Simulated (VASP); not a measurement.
A run of VASP 6.6.1 is set up as follows.

Contents of INCAR:

```
ALGO = Normal
EDIFF = 1E-6
ENCUT = 520
GGA = PS
ISIF = 2
ISMEAR = 1
IVDW = 12
LASPH = True
LCHARG = False
LREAL = False
LWAVE = False
NBANDS = 22
NELM = 60
PREC = Accurate
SIGMA = 0.1
```

The input KPOINTS:

```
k-points
0
Gamma
  11 11 6
```

File POSCAR:

```
Rh
1.0
    2.6619337337      0.0000000000      0.0000000000
   -1.3309668669      2.3053022366      0.0000000000
    0.0000000000      0.0000000000      4.3078224909
Rh
2
Direct
    0.3333333333      0.6666666667      0.2500000000
    0.6666666667      0.3333333333      0.7500000000
```

Potentials or basis: VASP PAW PBE potentials, release 64 (Rh_pv).

Run with:

```sh
$ cat potpaw_PBE.64/Rh_pv/POTCAR > POTCAR
$ mpirun -np 1 vasp_std > vasp.out
```

Predict the dispersion energy per atom.

-0.633 eV.

Estimate the pressure.

0.0 GPa.

What does it give for the band gap on the k mesh?

Zero (band 15 reaches 13.28 eV, above the bottom of band 16 at 10.74 eV).

Stress tensor (GPa, compression positive):
```
-0.13  0.00  0.00
 0.00 -0.13  0.00
 0.00  0.00  0.12
```

Caveat: the PAW data sets were made with another functional, which shifts forces and pressure a little; pairwise dispersion overbinds metals, which lowers pressure and volume.
